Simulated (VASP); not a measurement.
Wanted: the native input for a VASP 6.6.1 run.

| Item | Value |
| --- | --- |
| Task | single point |
| Functional | PBE |
| Potentials or basis | VASP PAW PBE potentials, release 64 (Cu) |
| Cutoff | 600 eV |
| k mesh | 4 × 4 × 4 |
| Occupations | fermi-dirac, width 0.15 eV |
| Spin | no spin polarisation |
| Dipole correction | no |
| Further INCAR settings | ALGO = Normal; EDIFF = 1e-06; NBANDS = 18 |

The structure of Cu lies in POSCAR:

```
Cu
1.0
    2.8500000000      0.0000000000      0.0000000000
    0.0000000000      2.8500000000      0.0000000000
    0.0000000000      0.0000000000      2.8500000000
Cu
2
Direct
    0.0000000000      0.0000000000      0.0000000000
    0.4498710479      0.4498710479      0.4498710479
```

The input as run:

INCAR

```
SYSTEM = Cu
PREC     = Accurate       ! precision mode
ENCUT    = 600            ! plane-wave cutoff, eV
EDIFF    = 1E-6           ! SCF threshold, eV
ISMEAR   = -1             ! smearing method
SIGMA    = 0.15           ! smearing width, eV
LREAL    = .False.        ! projectors in reciprocal space
LASPH    = .True.         ! aspherical terms in the spheres
NELM     = 120            ! most SCF steps
ALGO     = Normal         ! electronic algorithm
ISIF     = 2              ! what is computed and relaxed
LWAVE    = .False.        ! write WAVECAR
LCHARG   = .False.        ! write CHGCAR
GGA      = PE             ! functional
NBANDS   = 18             ! bands
GGA_COMPAT= .False.
```

KPOINTS

```
regular mesh
0
Gamma
  4 4 4
  0 0 0
```

Potentials or basis: VASP PAW PBE potentials, release 64 (Cu).

The run is started by

```bash
$ cat potpaw_PBE.64/Cu/POTCAR > POTCAR
$ mpirun -np 1 vasp_std > vasp.out
```

It gave:

- Pressure: 10.0 GPa
- Largest force: 2.121 eV/Å
- Band gap on the k mesh: zero (band 11 reaches 13.18 eV, above the bottom of band 12 at 6.69 eV)

Caveat: the k points lie up to 0.55 Å⁻¹ apart; forces of over 1 eV/Å act on the atoms, so gaps and moduli don't describe the material at rest.

It took 4.5 s on 1 thread of Intel(R) Xeon(R) Platinum 8488C (Sapphire Rapids), on a shared host, peak memory 0.13 GiB.
